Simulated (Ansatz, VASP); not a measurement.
Two plane-wave programs on MnO

```
Mn O
1.0
     0.00000    2.22200    2.22200
     2.22200    0.00000    2.22200
     2.22200    2.22200    0.00000
Mn O
1 1
Cartesian
  0.0000 0.0000 0.0000
  2.2220 2.2220 2.2220
```

Alike in both runs: task single point; functional LDA; k mesh 7 × 7 × 7; occupations gaussian, width 0.05 eV; collinear spin; Hubbard terms Mn d U = 4.0 eV, J = 0.7 eV.

```csv
,VASP,Ansatz
version,VASP 6.6.1,Ansatz 0.2.0
potentials or method,"VASP PAW LDA potentials, release 64 (Mn_sv, O), cutoff 700 eV","scalar-relativistic, plane waves, PAW"
valence electrons in the cell,21,21
```

VASP gave:

| Property | Result |
| --- | --- |
| gap on the k mesh at the Fermi level (eV) | 0.10 |
| least direct gap on the mesh (eV) | 2.61 |
| pressure (GPa) | -6.5 |
| net moment per atom (μB) | 2.50 |
| size of the moment on the site where the two differ most (μB) | 4.43 |

Q: Which values does Ansatz return?

A: gap on the k mesh at the Fermi level (eV): 0.10; least direct gap on the mesh (eV): 2.60; pressure (GPa): -3.9; net moment per atom (μB): 2.50; size of the moment on the site where the two differ most (μB): 4.24.

LDA's correlation is that of Perdew and Zunger in VASP and of Perdew and Wang (1992) in Ansatz. Site moments also hang on the region over which each program counts them. The programs project onto different local orbitals, so the same U acts differently, and such runs can settle in different states.
